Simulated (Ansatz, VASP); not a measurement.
AlRu in VASP and in Ansatz

```
Al Ru
1.0
     3.17110    0.00000    0.00000
     0.00000    2.99160    0.00000
     0.00000    0.00000    2.99160
Al Ru
1 1
Cartesian
  0.0000 0.0000 0.0000
  1.5855 1.4958 1.4958
```

Change from the starting cell: strain +0.0600 x Voigt [1, 0, 0, 0, 0, 0], atoms carried along.

Alike in both runs: task single point; functional PBEsol; k mesh 16 × 16 × 16; occupations gaussian, width 0.15 eV; no spin polarisation.

|  | VASP | Ansatz |
| --- | --- | --- |
| version | VASP 6.6.1 | Ansatz 0.2.0 |
| potentials or method | VASP PAW PBE potentials, release 64 (Al, Ru_pv), cutoff 520 eV | scalar-relativistic, plane waves, PAW |
| valence electrons in the cell | 17 | 19 |

|  | VASP | Ansatz | Ansatz less VASP |
| --- | --- | --- | --- |
| gap on the k mesh at the Fermi level (eV) | none | none | - |
| pressure (GPa) | -13.4 | -13.4 | -0.02 |
| traceless stress, the component that is largest in VASP (GPa) | -5.28 | -5.27 | +0.008 |

VASP's potentials were made for PBE, not for PBEsol. A gap of «none» marks a metal or a gap that the smearing closes. VASP's potentials hold 17 valence electrons a cell and Ansatz's 19, so a difference there can come from the potentials and not from the codes.
